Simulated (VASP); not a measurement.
Set up this calculation in VASP 6.6.1, as the native input.

```
Task                   : single point
Functional             : PBEsol
Potentials or basis    : VASP PAW PBE potentials, release 64 (B)
Cutoff                 : 500 eV
k mesh                 : 13 × 13 × 18
Occupations            : fermi-dirac, width 0.08 eV
Spin                   : no spin polarisation
Dipole correction      : no
Further INCAR settings : ALGO = Normal; EDIFF = 1e-06; NBANDS = 12
```

The structure of B lies in POSCAR:

```
B
1.0
    2.7174185726      0.0000000000      0.0000000000
   -1.3587092863      2.3533535166      0.0000000000
    0.0000000000      0.0000000000      1.7016462700
B
3
Direct
    0.0000000000      0.0000000000      0.0000000000
    0.3333333333      0.6666666667      0.5000000000
    0.6666666667      0.3333333333      0.5000000000
```

These files were run (other wordings do the same):

INCAR

```
ALGO     = Normal         # electronic algorithm
EDIFF    = 1E-6           # SCF threshold, eV
ENCUT    = 500            # plane-wave cutoff, eV
GGA      = PS             # functional
GGA_COMPAT= False        
ISIF     = 2              # what is computed and relaxed
ISMEAR   = -1             # smearing method
LASPH    = True           # aspherical terms in the spheres
LCHARG   = False          # write CHGCAR
LREAL    = False          # projectors in reciprocal space
LWAVE    = False          # write WAVECAR
NBANDS   = 12             # bands
NELM     = 120            # most SCF steps
PREC     = Accurate       # precision mode
SIGMA    = 0.08           # smearing width, eV
```

KPOINTS

```
k-points
0
Gamma
  13 13 18
```

Potentials or basis: VASP PAW PBE potentials, release 64 (B).

Run with:

```sh
$ cat potpaw_PBE.64/B/POTCAR > POTCAR
$ mpirun -np 1 vasp_std > vasp.out
```

It gave:

| Item | Value |
| --- | --- |
| Pressure | 322.1 GPa |

Caveat: the PAW data sets were made with another functional, which shifts forces and pressure a little.

Wall time 14 s on 1 thread of Intel Xeon 6975P-C, with other jobs on the host, peak memory 0.12 GiB.
